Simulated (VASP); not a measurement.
# BN (I-4m2) in VASP: settings compared, part 2 of 3

VASP 6.6.1.

### Step 3. Single point, PBE (uniaxial x strain +2.6%)

The input, INCAR:

```
PREC = Accurate
ENCUT = 520
EDIFF = 1E-7
ISMEAR = -1
SIGMA = 0.02
LREAL = False
LASPH = True
NELM = 80
ALGO = Normal
ISIF = 2
LWAVE = False
LCHARG = True
GGA = PE
LELF = True
LVHAR = True
NBANDS = 11
```

The input, KPOINTS:

```
regular mesh
0
Gamma
  12 12 12
```

The input, POSCAR:

```
BN
1.0
    0.0000000000      1.8048254535      1.8048254535
    1.8526533280      0.0000000000      1.8048254535
    1.8526533280      1.8048254535      0.0000000000
B N
1 1
Direct
    0.0000000000      0.0000000000      0.0000000000
    0.2500000000      0.2500000000      0.2500000000
```

Potentials or basis: VASP PAW PBE potentials, release 64 (B, N).

Launch:

```console
> cat potpaw_PBE.64/B/POTCAR potpaw_PBE.64/N/POTCAR > POTCAR
> mpirun -np 1 vasp_std > vasp.out
```

OUTCAR:

```text
PREC = Accurate
   ENCUT = 520
   EDIFF = 1E-7
   ISMEAR = -1
   LREAL = False
   LASPH = True
   NELM = 80
   ISIF = 2
   GGA = PE

 ion  position               nearest neighbor table
   1  0.000  0.000  0.000-   2 1.58   2 1.58   2 1.58   2 1.58
   2  0.250  0.250  0.250-   1 1.58   1 1.58   1 1.58   1 1.58

  LATTYP: Found a body centered tetragonal cell.
 ALAT       =     2.5524086341
 C/A-ratio  =     1.4516902218

  Lattice vectors:

 A1 = (   1.8526533280,   0.0000000000,   1.8048254535)
 A2 = (   1.8526533280,   0.0000000000,  -1.8048254535)
 A3 = (  -1.8526533280,   1.8048254535,   0.0000000000)

Analysis of symmetry for initial positions (statically):
=====================================================================
 Subroutine PRICEL returns:
 Original cell was already a primitive cell.

 Routine SETGRP: Setting up the symmetry group for a
 body centered tetragonal supercell.

 Subroutine GETGRP returns: Found  8 space group operations
 (whereof  8 operations were pure point group operations)
 out of a pool of 16 trial point group operations.

The static configuration has the point symmetry D_2d.

Analysis of symmetry for dynamics (positions and initial velocities):
=====================================================================
 Subroutine PRICEL returns:
 Original cell was already a primitive cell.

 Routine SETGRP: Setting up the symmetry group for a
 body centered tetragonal supercell.

 Subroutine GETGRP returns: Found  8 space group operations
 (whereof  8 operations were pure point group operations)
 out of a pool of 16 trial point group operations.

The dynamic configuration has the point symmetry D_2d.

 Subroutine INISYM returns: Found  8 space group operations
 (whereof  8 operations are pure point group operations),
 and found     1 'primitive' translations

----------------------------------------------------------------------------------------

                                     Primitive cell

  volume of cell :      12.0696

  direct lattice vectors                    reciprocal lattice vectors
     0.000000000  1.804825453  1.804825453    -0.269883195  0.277035100  0.277035100
     1.852653328  0.000000000  1.804825453     0.269883195 -0.277035100  0.277035100
     1.852653328  1.804825453  0.000000000     0.269883195  0.277035100 -0.277035100

  length of vectors
     2.552408634  2.586449163  2.586449163     0.475745554  0.475745554  0.475745554

  position of ions in fractional coordinates (direct lattice)
     0.000000000  0.000000000  0.000000000
     0.250000000  0.250000000  0.250000000

  ion indices of the primitive-cell ions
   primitive index   ion index
                 1           1
                 2           2

----------------------------------------------------------------------------------------

 KPOINTS: regular mesh

Automatic generation of k-mesh.
 Grid dimensions read from file:
 generate k-points for:   12   12   12

 Generating k-lattice:

  Cartesian coordinates                     Fractional coordinates (reciprocal lattice)
    -0.022490266  0.023086258  0.023086258     0.083333333  0.000000000  0.000000000
     0.022490266 -0.023086258  0.023086258     0.000000000  0.083333333  0.000000000
     0.022490266  0.023086258 -0.023086258     0.000000000  0.000000000  0.083333333

  Length of vectors
     0.039645463  0.039645463  0.039645463

  Shift w.r.t. Gamma in fractional coordinates (k-lattice)
     0.000000000  0.000000000  0.000000000

 Subroutine IBZKPT returns following result:
 ===========================================

 Found    163 irreducible k-points:

 Following reciprocal coordinates:
            Coordinates               Weight
  0.000000  0.000000  0.000000      1.000000
  0.083333 -0.000000 -0.000000      8.000000
  0.166667 -0.000000 -0.000000      8.000000
  0.250000  0.000000  0.000000      8.000000
  0.333333 -0.000000 -0.000000      8.000000
  0.416667 -0.000000 -0.000000      8.000000
[... 16 lines left out ...]
  0.500000  0.166667  0.000000     16.000000
 -0.416667  0.166667  0.000000     16.000000
 [... further k-points ...]
   k-points           NKPTS =    163   k-points in BZ     NKDIM =    163   number of bands    NBANDS=     11
   number of dos      NEDOS =    301   number of ions     NIONS =      2
   total plane-waves  NPLWV =   8000
   dimension x,y,z NGX =    20 NGY =   20 NGZ =   20
   dimension x,y,z NGXF=    40 NGYF=   40 NGZF=   40
   ions per type =               1   1
   NGX,Y,Z   is equivalent  to a cutoff of  13.03, 12.86, 12.86 a.u.
   NGXF,Y,Z  is equivalent  to a cutoff of  26.05, 25.71, 25.71 a.u.
 SYSTEM =  unknown system
   PREC   = accura    normal or accurate (medium, high low for compatibility)
   ISTART =      0    job   : 0-new  1-cont  2-samecut
   ICHARG =      2    charge: 1-file 2-atom 10-const
   ISPIN  =      1    spin polarized calculation?
   LNONCOLLINEAR =      F non collinear calculations
   LSORBIT =      F    spin-orbit coupling
   LASPH  =      T    aspherical Exc in radial PAW
   ENCUT  =  520.0 eV  38.22 Ry    6.18 a.u.   4.75  4.81  4.81*2*pi/ulx,y,z
   NELM   =     80;   NELMIN=  2; NELMDL= -5     # of ELM steps
   EDIFF  = 0.1E-06   stopping-criterion for ELM
   LREAL  =      F    real-space projection
   EDIFFG = 0.1E-05   stopping-criterion for IOM
   NSW    =      0    number of steps for IOM
   IBRION =     -1    ionic relax: 0-MD 1-quasi-New 2-CG
   NFREE  =      0    steps in history (QN), initial steepest desc. (CG)
   ISIF   =      2    stress and relaxation
   ISYM   =      2    0-nonsym 1-usesym 2-fastsym
   POTIM  = 0.5000    time-step for ionic-motion
   TEBEG  =    0.0;   TEEND  =   0.0 temperature during run
   PSTRESS=    0.0 pullay stress
   NELECT =       8.0000    total number of electrons
   NUPDOWN=      -1.0000    fix difference up-down
   EMIN   =  10.00;   EMAX   =-10.00  energy-range for DOS
   EFERMI =   0.00;   METHOD = LEGACY
   ISMEAR =    -1;   SIGMA  =   0.02  broadening in eV -4-tet -1-fermi 0-gaus
   EFERMI_NEDOS =   21; number of points for ismear=-14 and -15
   IALGO  =     38    algorithm
   IMIX   =      4    mixing-type and parameters
     AMIX     =   0.40;   BMIX     =  1.00
     AMIX_MAG =   1.60;   BMIX_MAG =  1.00
  volume/ion in A,a.u.               =       6.03        40.72
  Fermi-wavevector in a.u.,A,eV,Ry     =   1.427381  2.697359 27.720742  2.037417
  Thomas-Fermi vector in A             =   2.547557
   LORBIT       =      0    0 simple, 1 ext, 2 COOP (PROOUT), +10 PAW based schemes
   GGA     = PE    functional components
   LHFCALC =     F    Hartree Fock is set to
   AEXX    =    0.0000 exact exchange contribution
   IVDW    =     0    specifies the selected vdW correction
   LEPSILON=     F    determine dielectric tensor
   LRPA    =     F    only Hartree local field effects (RPA)
 non-spin polarized calculation
  energy-cutoff  :      520.00
  volume of cell :       12.07
 maximum number of plane-waves:       342
   NGX =  9   NGY =  9   NGZ =  9

 number of electron       8.0000000 magnetization

 Free energy of the ion-electron system (eV)
  ---------------------------------------------------
  ext. energy  EPLUGINS =         0.00000000
  ---------------------------------------------------
  free energy    TOTEN  =       -17.43833029 eV

  energy without entropy =      -17.43833029  energy(sigma->0) =      -17.43833029

 E-fermi :   7.7128     XC(G=0): -12.7160

 val. band max:        7.2278062700   @ k =   0.0000   0.0000   0.0000
 cond. band min:      11.4321373078   @ k =   0.5000   0.5000   0.0000
 fundamental gap:      4.2043310378
 Fermi energy:         7.7128376266

 k-point     1 :       0.0000    0.0000    0.0000
  band No.  band energies     occupation
      1     -12.8465      2.00000
      2       6.9620      2.00000
      3       7.2278      2.00000
      4       7.2278      2.00000
      5      15.7998      0.00000
      6      15.7998      0.00000
      7      15.9852      0.00000
      8      17.1320      0.00000
      9      31.4897      0.00000
     10      33.8897      0.00000
     11      34.3833      0.00000
[... 309 lines left out ...]
 k-point    24 :      -0.4167    0.1667    0.0000
  band No.  band energies     occupation
      1      -8.3755      2.00000
      2      -2.6547      2.00000
      3       3.1913      2.00000
      4       4.5287      2.00000
      5      16.1727      0.00000
      6      18.8478      0.00000
      7      19.5266      0.00000
      8      22.5582      0.00000
      9      27.8175      0.00000
     10      32.2352      0.00000
     11      33.3844      0.00000

 [... further k-points ...]

------------------------ aborting loop because EDIFF is reached ----------------------------------------

  FORCE on cell =-STRESS in cart. coord.  units (eV):
  Direction    XX          YY          ZZ          XY          YZ          ZX
  --------------------------------------------------------------------------------------
  -------------------------------------------------------------------------------------
  Total       -1.1796542      0.0513822      0.0513822      0.0000000      0.0000000      0.0000000
  in kB     -156.5924118      6.8206915      6.8206915      0.0000000      0.0000000      0.0000000
  external PRESSURE =     -47.6503429 kB  Pullay stress =       0.0000000 kB

 VOLUME and BASIS-vectors are now :
 -----------------------------------------------------------------------------
  energy-cutoff  :      520.00
  volume of cell :       12.07
      direct lattice vectors                 reciprocal lattice vectors
     0.000000000  1.804825453  1.804825453    -0.269883195  0.277035100  0.277035100
     1.852653328  0.000000000  1.804825453     0.269883195 -0.277035100  0.277035100
     1.852653328  1.804825453  0.000000000     0.269883195  0.277035100 -0.277035100

 POSITION                                       TOTAL-FORCE (eV/Angst)
 -----------------------------------------------------------------------------------
      0.00000      0.00000      0.00000        -0.000000      0.000000      0.000000
      0.92633      0.90241      0.90241         0.000000     -0.000000     -0.000000
 -----------------------------------------------------------------------------------
    total drift:                                0.000001     -0.000000     -0.000000

  FREE ENERGIE OF THE ION-ELECTRON SYSTEM (eV)
  ---------------------------------------------------
  free  energy   TOTEN  =       -17.4383302855 eV

  energy  without entropy=      -17.4383302855  energy(sigma->0) =      -17.43833029
```

OSZICAR:

```text
N       E                     dE             d eps       ncg     rms          rms(c)
DAV:   1     0.100127270505E+02    0.10013E+02   -0.49407E+03  3690   0.722E+02
DAV:   2    -0.178510634539E+02   -0.27864E+02   -0.27101E+02  4304   0.164E+02
DAV:   3    -0.183699246336E+02   -0.51886E+00   -0.51814E+00  4249   0.189E+01
DAV:   4    -0.183705627005E+02   -0.63807E-03   -0.63806E-03  3820   0.743E-01
DAV:   5    -0.183705633141E+02   -0.61359E-06   -0.61358E-06  4150   0.226E-02    0.658E+00
DAV:   6    -0.175167183660E+02    0.85384E+00   -0.29762E+00  3787   0.985E+00    0.319E+00
DAV:   7    -0.174517119106E+02    0.65006E-01   -0.94833E-02  3979   0.257E+00    0.189E+00
DAV:   8    -0.174380781400E+02    0.13634E-01   -0.34584E-02  3960   0.135E+00    0.181E-01
DAV:   9    -0.174382346300E+02   -0.15649E-03   -0.10097E-03  3784   0.257E-01    0.816E-02
DAV:  10    -0.174383247765E+02   -0.90147E-04   -0.12553E-04  3919   0.957E-02    0.148E-02
DAV:  11    -0.174383302711E+02   -0.54946E-05   -0.98640E-06  4091   0.256E-02    0.106E-02
DAV:  12    -0.174383302919E+02   -0.20774E-07   -0.16884E-06  3952   0.882E-03    0.630E-04
DAV:  13    -0.174383302855E+02    0.63520E-08   -0.23391E-08  1964   0.150E-03
   1 F= -.17438330E+02 E0= -.17438330E+02  d E =-.344109E-13
```

stdout:

```text
POSCAR found type information on POSCAR B N
 POSCAR found :  2 types and       2 ions
 scaLAPACK will be used
 LDA part: xc-table for (Slater+PW92), standard interpolation
 POSCAR, INCAR and KPOINTS ok, starting setup
 FFT: planning ... GRIDC
 FFT: planning ... GRID_SOFT
 FFT: planning ... GRID
 WAVECAR not read
 entering main loop
```

It took 48 s on 1 thread of AMD EPYC 7R13, shared host; peak memory 0.1 GiB.

Results:

```yaml
Free_energy: -17.4383 eV
Pressure: -4.8 GPa
Band_gap_on_the_k_mesh: 4.20 eV, indirect (least direct gap 8.57 eV)
```

Stress tensor (GPa, compression positive):
```
-15.66   0.00   0.00
  0.00   0.68   0.00
  0.00   0.00   0.68
```

Levels at points of the mesh, in eV from the valence-band top:
```tsv
k point	band 2	band 3	band 4	band 5	band 6	band 7
(0.00, 0.00, 0.00)	-0.27	0.00	0.00	8.57	8.57	8.76
(0.50, 0.00, 0.00)	-10.58	-2.19	-1.79	9.53	10.60	10.63
(0.50, 0.50, 0.00)	-8.74	-5.00	-4.99	4.20	8.82	17.30
(0.00, 0.50, 0.50)	-9.11	-4.65	-4.65	4.65	9.42	17.45
```

Caveat: the cell differs from its parent crystal (uniaxial x strain +2.6%). A k mesh can miss the band edges.

(Part 2 of 3 ends here.)
